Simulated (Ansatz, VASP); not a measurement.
## One calculation of HfTi2Si2, two programs

```
Hf Ti Si
1.0
     3.55342    0.00000    0.00000
     0.00000    3.55342    0.00000
     0.00000    0.00000    7.76718
Hf Ti Si
1 2 2
Cartesian
  0.0000 0.0000 0.0000
  0.0000 0.0000 2.6896
  0.0000 0.0000 5.0775
  1.7767 1.7767 0.0000
  1.7767 1.7767 3.8836
```

Alike in both runs: functional PBE; k mesh 6 × 6 × 4; occupations gaussian, width 0.1 eV; no spin polarisation.

Ansatz relaxed the structure, and its values are those at the end. VASP's run is a single point on that final structure, the one shown.

|  | VASP | Ansatz |
| --- | --- | --- |
| version | VASP 6.6.1 | Ansatz 0.2.0 |
| potentials or method | VASP PAW PBE potentials, release 64 (Hf_pv, Ti_sv, Si), cutoff 520 eV | scalar-relativistic, plane waves, PAW |
| valence electrons in the cell | 42 | 58 |

```csv
,VASP,Ansatz,Ansatz less VASP
gap on the k mesh at the Fermi level (eV),none,none,-
pressure (GPa),0.2,0.0,-0.17
```

A gap of «none» marks a metal or a gap that the smearing closes. With one functional, cell and mesh, what is left measures potentials, basis and numerics. VASP's potentials hold 42 valence electrons a cell and Ansatz's 58, so a difference there can come from the potentials and not from the codes.

Neither program's run includes spin-orbit coupling.
